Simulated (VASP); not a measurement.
The system is GaBTe3.

```
Ga B Te
1.0
     4.63990    0.00000    0.00000
     0.00000    4.63990    0.00000
     0.00000    0.00000    6.85448
Ga B Te
1 1 3
Cartesian
  0.0000 0.0000 6.6838
  0.0000 0.0000 1.6150
  0.0000 2.3199 0.3960
  2.3199 0.0000 0.3960
  0.0000 0.0000 4.0500
```

The cell was generated, and may not be a known phase.

| Property | Result |
| --- | --- |
| Program | VASP 6.6.1 |
| Task | relaxation of cell and atoms |
| Functional | PBE |
| Potentials or basis | VASP PAW PBE potentials, release 64 (Ga_d, B, Te) |
| Cutoff | 600 eV |
| k mesh | 4 × 4 × 4 |
| Occupations | gaussian, width 0.1 eV |
| Spin | no spin polarisation |

At the start: pressure 16.5 GPa; volume 29.51 Å³/atom.

**Question.** Where does the relaxation end?

**Answer.** Over 43 steps the energy falls by 848.9 meV/atom and the volume is 36.34 Å³/atom (+23.1 %); space group P4mm (No. 99, to 0.1 Å) before and after.

The path:
```
step  energy change (eV)  largest force (eV/Å)  pressure (GPa)  volume (Å³)
   1              0.0000                8.5854           16.49       147.57
   3             -3.4206                2.4079           -1.07       189.89
   5             -3.6369                1.2109            0.18       186.64
   7             -3.7290                0.7355            0.01       186.00
   9             -3.8387                0.4712           -0.27       185.69
  11             -3.9001                0.5018           -0.52       184.26
  13             -3.8066                0.7055            2.56       159.60
  15             -4.0332                0.2794            0.24       169.65
  17             -4.0463                0.2515           -0.15       170.58
  19             -4.0540                0.1672           -0.06       169.84
  21             -4.0637                0.1362            0.26       168.89
  23             -4.1220                0.3505            0.11       174.14
  25             -4.1249                0.3500            0.15       173.49
  27             -4.1293                0.3313           -0.02       174.65
  29             -4.1502                0.2625           -0.15       174.77
  31             -4.1952                0.5163           -0.33       175.26
  33             -4.2083                0.1269            0.33       173.25
  35             -4.2230                0.0726            0.26       176.20
  37             -4.2264                0.1136            0.27       178.22
  39             -4.2343                0.3075           -0.20       181.29
  41             -4.2429                0.1571           -0.18       182.51
  43             -4.2444                0.0398            0.02       181.72
```

Final structure:
```
CELL_PARAMETERS angstrom
4.60232 0.00000 0.00000
0.00000 4.60232 0.00000
0.00000 0.00000 8.57943
ATOMIC_POSITIONS crystal
Ga 0.00000 0.00000 0.86680
B 0.00000 0.00000 0.26300
Te 0.00000 0.50000 0.13691
Te 0.50000 0.00000 0.13691
Te 0.00000 0.00000 0.51349
```

Caveat: the volume moved by over 15 % at a fixed basis, so the end points are rough.
